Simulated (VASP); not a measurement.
CdSi2:

```
CELL_PARAMETERS angstrom
5.61522 0.00000 0.00000
0.00000 5.61522 0.00000
0.00000 0.00000 3.61677
ATOMIC_POSITIONS crystal
Cd 0.00000 0.00000 0.00000
Cd 0.50000 0.50000 0.50000
Si 0.30600 0.30600 0.00000
Si 0.19400 0.80600 0.50000
Si 0.69400 0.69400 0.00000
Si 0.80600 0.19400 0.50000
```

* Program: VASP 6.6.1
* Task: relaxation of cell and atoms
* Functional: PBE
* Potentials or basis: VASP PAW PBE potentials, release 64 (Cd, Si)
* Cutoff: 600 eV
* k mesh: 4 × 4 × 6
* Occupations: gaussian, width 0.1 eV
* Spin: no spin polarisation

At the start: pressure 25.0 GPa; volume 19.01 Å³/atom.

**Question.** Where does the relaxation end?

**Answer.** Over 28 steps the energy falls by 585.7 meV/atom and the volume is 24.40 Å³/atom (+28.4 %); space group P4_2/mnm (No. 136, to 0.1 Å) before and after.

Step by step:
```csv
step,energy change (eV),largest force (eV/Å),pressure (GPa),volume (Å³)
1,0.0000,1.3676,25.01,114.04
2,-2.0316,0.4631,-4.70,169.76
3,-2.4373,0.2552,0.32,147.50
4,-2.4381,0.2773,-0.10,148.76
5,-2.4553,0.2525,-0.16,148.83
6,-2.5038,0.2113,-0.34,149.04
7,-2.5907,0.1661,-0.65,149.29
8,-2.8203,0.3440,-0.85,149.22
9,-2.4085,4.6122,6.97,146.89
10,-2.8976,0.4594,-0.81,149.09
11,-3.2944,0.1867,0.37,148.26
12,-3.2131,1.4573,2.42,147.64
13,-3.3071,0.4291,0.73,148.11
14,-3.3055,0.5841,0.98,148.03
15,-3.3133,0.6966,1.05,148.27
16,-3.3161,0.8479,1.17,148.56
17,-3.3340,0.7975,0.95,148.89
18,-3.3803,0.6496,0.35,149.88
19,-3.4400,0.3685,-0.71,151.82
20,-3.4428,0.1522,-2.38,155.61
21,-3.4592,0.0916,-1.65,153.82
22,-3.4774,0.0925,-1.40,152.47
23,-3.5064,0.0818,-0.67,149.08
24,-3.4745,0.0009,1.29,142.36
25,-3.5106,0.0761,-0.24,147.44
26,-3.5106,0.0746,-0.20,147.28
27,-3.5122,0.0496,-0.15,146.99
28,-3.5140,0.0003,-0.04,146.41
```

Final structure:
```
CELL_PARAMETERS angstrom
5.26056 0.00000 0.00000
0.00000 5.26056 0.00000
0.00000 0.00000 5.29044
ATOMIC_POSITIONS crystal
Cd 0.00000 0.00000 0.00000
Cd 0.50000 0.50000 0.50000
Si 0.34912 0.34912 0.00000
Si 0.15088 0.84912 0.50000
Si 0.65088 0.65088 0.00000
Si 0.84912 0.15088 0.50000
```

Caveat: the volume moved by over 15 % at a fixed basis, so the end points are rough.
